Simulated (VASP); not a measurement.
Input of a VASP 6.6.1 run:

File INCAR:

```
PREC = Accurate
ENCUT = 520
EDIFF = 1E-6
ISMEAR = -1
SIGMA = 0.05
LREAL = False
LASPH = True
NELM = 80
ALGO = Normal
ISIF = 2
LWAVE = False
LCHARG = False
GGA = PE
NBANDS = 36
```

File KPOINTS:

```
regular mesh
0
Gamma
  12 12 3
```

Contents of POSCAR:

```
C
1.0
    2.5221000000      0.0000000000      0.0000000000
   -1.2610500000      2.1842026709      0.0000000000
    0.0000000000      0.0000000000     12.3557000000
C
12
Direct
    0.6666666667      0.3333333333      0.3541700000
    0.3333333333      0.6666666667      0.8541700000
    0.6666666667      0.3333333333      0.1458300000
    0.3333333333      0.6666666667      0.6458300000
    0.6666666667      0.3333333333      0.4791700000
    0.3333333333      0.6666666667      0.9791700000
    0.6666666667      0.3333333333      0.0208300000
    0.3333333333      0.6666666667      0.5208300000
    0.0000000000      0.0000000000      0.8125000000
    0.0000000000      0.0000000000      0.3125000000
    0.0000000000      0.0000000000      0.6875000000
    0.0000000000      0.0000000000      0.1875000000
```

Potentials or basis: VASP PAW PBE potentials, release 64 (C).

The run is started by

```bash
$ cat potpaw_PBE.64/C/POTCAR > POTCAR
$ mpirun -np 1 vasp_std > vasp.out
```

Estimate the pressure.

2.7 GPa.

Estimate the band gap on the k mesh.

4.38 eV, indirect (least direct gap 5.30 eV).

Estimate the largest force.

0.332 eV/Å.

Stress tensor (GPa, compression positive):
```
0.02 0.00 0.00
0.00 0.02 0.00
0.00 0.00 8.20
```

A k mesh can miss the band edges.
